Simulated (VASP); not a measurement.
The system is Ga.

```xyz
1
Lattice="2.7165 0.0000 0.0000 0.0000 2.7165 0.0000 0.0000 0.0000 2.7165" Properties=species:S:1:pos:R:3 pbc="T T T"
Ga    0.0000    0.0000    0.0000
```

- Program: VASP 6.6.1
- Task: relaxation of cell and atoms
- Functional: BLYP
- Dispersion: D4
- Potentials or basis: VASP PAW PBE potentials, release 64 (Ga_d)
- Cutoff: 600 eV
- k mesh: 10 × 10 × 10
- Occupations: fermi-dirac, width 0.05 eV
- Spin: no spin polarisation

At the start: pressure -1.5 GPa; volume 20.05 Å³/atom.

Problem. Where does the relaxation end?

Solution. Over 4 steps the energy falls by 3.2 meV/atom and the volume is 19.34 Å³/atom (-3.5 %); space group Pm-3m (No. 221, to 0.05 Å).

The path:
```tsv
step	energy change (eV)	largest force (eV/Å)	pressure (GPa)	volume (Å³)
1	0.0000	0.0000	-1.54	20.05
2	-0.0031	0.0000	-0.34	19.49
3	-0.0032	0.0000	0.09	19.30
4	-0.0032	0.0000	-0.01	19.34
```

Final structure:
```xyz
1
Lattice="2.6842 0.0000 0.0000 0.0000 2.6842 0.0000 0.0000 0.0000 2.6842" Properties=species:S:1:pos:R:3 pbc="T T T"
Ga    0.0000    0.0000    0.0000
```

Caveat: the PAW data sets were made with another functional, which shifts forces and pressure a little; pairwise dispersion overbinds metals, which lowers pressure and volume.
